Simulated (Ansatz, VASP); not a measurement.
**One calculation of BN, two programs**

```xyz
4
Lattice="2.5040 0.0000 0.0000 -1.2520 2.1685 0.0000 0.0000 0.0000 6.6612" Properties=species:S:1:pos:R:3 pbc="T T T"
B     0.0000    1.4457    1.6653
B     1.2520    0.7228    4.9959
N    -0.0866    1.3957    4.9959
N     1.2520    0.7228    1.6653
```

Alike in both runs: task single point; functional r2SCAN; k mesh 12 × 12 × 4; occupations gaussian, width 0.05 eV; no spin polarisation.

|  | VASP | Ansatz |
| --- | --- | --- |
| version | VASP 6.6.1 | Ansatz 0.2.0 |
| potentials or method | VASP PAW PBE potentials, release 64 (B, N), cutoff 520 eV | scalar-relativistic, plane waves, PAW |
| valence electrons in the cell | 16 | 16 |

```csv
,VASP,Ansatz,Ansatz less VASP
gap on the k mesh at the Fermi level (eV),4.67,4.63,-0.045
least direct gap on the mesh (eV),5.10,5.06,-0.046
pressure (GPa),1.9,1.5,-0.36
"traceless stress, the component that is largest in VASP (GPa)",5.59,5.61,+0.012
rms of the force components (eV/Å),1.979,1.989,+0.0108
```

VASP's potentials were made for PBE, not for r2SCAN. Atom by atom the forces differ by 0.011 eV/Å (rms over components). With one functional, cell and mesh, what is left measures potentials, basis and numerics.
